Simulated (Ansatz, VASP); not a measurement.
**Si3Bi2TeSe2 in VASP and in Ansatz**

File INCAR:

```
PREC = Accurate
ENCUT = 600
EDIFF = 1E-6
ISMEAR = 0
SIGMA = 0.2
LREAL = False
LASPH = True
NELM = 60
ALGO = Normal
ISIF = 3
LWAVE = False
LCHARG = False
GGA = PE
IBRION = 2
NSW = 80
EDIFFG = -0.025
```

File KPOINTS:

```
Automatic mesh
0
Gamma
  6 6 2
```

Contents of POSCAR:

```
Si3Bi2TeSe2
1.0
    3.9805506950      0.0791311371     -0.0295790319
   -1.9217457726      3.5491039992      0.0212116630
   -0.1091648289      0.0273683362     14.8402510993
Si Bi Te Se
3 2 1 2
Direct
   -0.0280571711      1.0114575224      0.2982176182
    0.6602849401      0.3154267552      0.5181845083
    0.3648937635      0.6821502890      0.7497642448
    0.3222243311      0.6292225280      0.0389495724
    0.6457392746      0.3472419481      0.1726819121
    0.0194466953     -0.0024593056      0.6093871110
    0.3311879411      0.6992910091      0.3766722217
    0.6842802255      0.3176692538      0.8261428116
```

Input for Ansatz:

```yaml
crystal:
  lattice:
    - [3.980550695, 0.0791311371, -0.0295790319]
    - [-1.9217457726, 3.5491039992, 0.021211663]
    - [-0.1091648289, 0.0273683362, 14.8402510993]
  atoms:
    - { symbol: Si, position: [-0.0280571711, 1.0114575224, 0.2982176182] }
    - { symbol: Si, position: [0.6602849401, 0.3154267552, 0.5181845083] }
    - { symbol: Si, position: [0.3648937635, 0.682150289, 0.7497642448] }
    - { symbol: Bi, position: [0.3222243311, 0.629222528, 0.0389495724] }
    - { symbol: Bi, position: [0.6457392746, 0.3472419481, 0.1726819121] }
    - { symbol: Te, position: [0.0194466953, -0.0024593056, 0.609387111] }
    - { symbol: Se, position: [0.3311879411, 0.6992910091, 0.3766722217] }
    - { symbol: Se, position: [0.6842802255, 0.3176692538, 0.8261428116] }
basis:
  ecutwfc: 420
kpoints:
  mp_grid: { grid: [6, 6, 2] }
hamiltonian:
  xc: pbe
scf:
  occupations: { method: gaussian, width: 0.2 }
  lower_state_search: "off"
output:
  forces: true
  stress: true
  eigenvalues: true
relax:
  adjacent_minimum: "off"
  f_tol: 0.025
  max_steps: 60
  cell: { stress_tol: 0.25 }
```

Change from the starting cell: cell x1, atoms moved at random (sigma 0.1 Å) and cell strained at random (1.5 %), then relaxed without symmetry.

Alike in both runs: task relaxation of cell and atoms; functional PBE; k mesh 6 × 6 × 2; occupations gaussian, width 0.2 eV; no spin polarisation.

```csv
,VASP,Ansatz
version,VASP 6.6.1,Ansatz 0.2.0
potentials or method,"VASP PAW PBE potentials, release 64 (Si, Bi_d, Te, Se), cutoff 600 eV","scalar-relativistic, plane waves, PAW"
valence electrons in the cell,60,90
```

VASP gave:

| Property | Result |
| --- | --- |
| gap on the k mesh at the Fermi level, each at its own relaxed structure (eV) | none |
| relaxed volume (Å³/atom) | 26.27 |
| relaxed cell length with the largest relative difference (Å) | 14.909 |

Estimate Ansatz's values.

gap on the k mesh at the Fermi level, each at its own relaxed structure (eV): none; relaxed volume (Å³/atom): 26.25; relaxed cell length with the largest relative difference (Å): 14.884.

A gap of «none» marks a metal or a gap that the smearing closes. VASP's potentials hold 60 valence electrons a cell and Ansatz's 90, so a difference there can come from the potentials and not from the codes.

Neither program's run includes spin-orbit coupling.
